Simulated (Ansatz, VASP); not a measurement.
SnSe in VASP and in Ansatz

```
CELL_PARAMETERS angstrom
5.11460 0.00000 0.00000
-2.55730 4.42937 0.00000
0.00000 0.00000 6.13352
ATOMIC_POSITIONS crystal
Sn 0.33333 0.66667 0.25000
Sn 0.66667 0.33333 0.75000
Se 0.66667 0.33333 0.25000
Se 0.33333 0.66667 0.75000
```

Alike in both runs: task single point; functional r2SCAN; k mesh 6 × 6 × 4; no spin polarisation.

|  | VASP | Ansatz |
| --- | --- | --- |
| version | VASP 6.6.1 | Ansatz 0.2.0 |
| potentials or method | VASP PAW PBE potentials, release 64 (Sn_d, Se) | plane waves, PAW |
| plane-wave cutoff (eV) | 550 | 500 |
| occupations | gaussian, width 0.01 eV | fixed |
| valence electrons in the cell | 40 | 60 |

|  | VASP | Ansatz | Ansatz less VASP |
| --- | --- | --- | --- |
| gap on the k mesh at the Fermi level (eV) | 0.65 | 0.65 | 0.000 |
| pressure (GPa) | -1.1 | -1.1 | 0.00 |
| traceless stress, the component that is largest in VASP (GPa) | -0.05 | -0.05 | +0.003 |

VASP's potentials were made for PBE, not for r2SCAN. VASP's potentials hold 40 valence electrons a cell and Ansatz's 60, so a difference there can come from the potentials and not from the codes.
